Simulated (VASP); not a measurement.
Runs of VASP 6.6.1 on Pt. The structure is cubic, space group Fm-3m (No. 225). The conventional cell has a = 3.922 Å, b = 3.922 Å, c = 3.922 Å, α = 90.00°, β = 90.00°, γ = 90.00°. Within 3.7 Å of Pt (site symmetry m-3m) lie 12 Pt at 2.77 Å. 

```csv
level,gap on the mesh (eV),pressure (GPa)
revPBE,none,12.4
RPBE,none,13.6
BLYP,none,(a)
r2SCAN,none,(b)
PBEsol,none,-1.4
```

Alike in all rows: task single point; potentials or basis VASP PAW PBE potentials, release 64 (Pt); no spin polarisation; cell as given; k mesh 6 × 6 × 6, shifted; cutoff (eV) 520; smearing fermi-dirac 0.05 eV.

Problem. Fill in the values left out.

Solution. (a) 26.8; (b) 4.5.

Caveats: all runs use coarse meshes; the PAW data sets were made with another functional, which shifts forces and pressure a little; spin-orbit coupling is left out, which moves the levels of the heavy elements.

A k mesh can miss the band edges, and the runs leave out spin-orbit coupling on Pt.

A gap of «none» marks levels without a gap at the run's occupations.
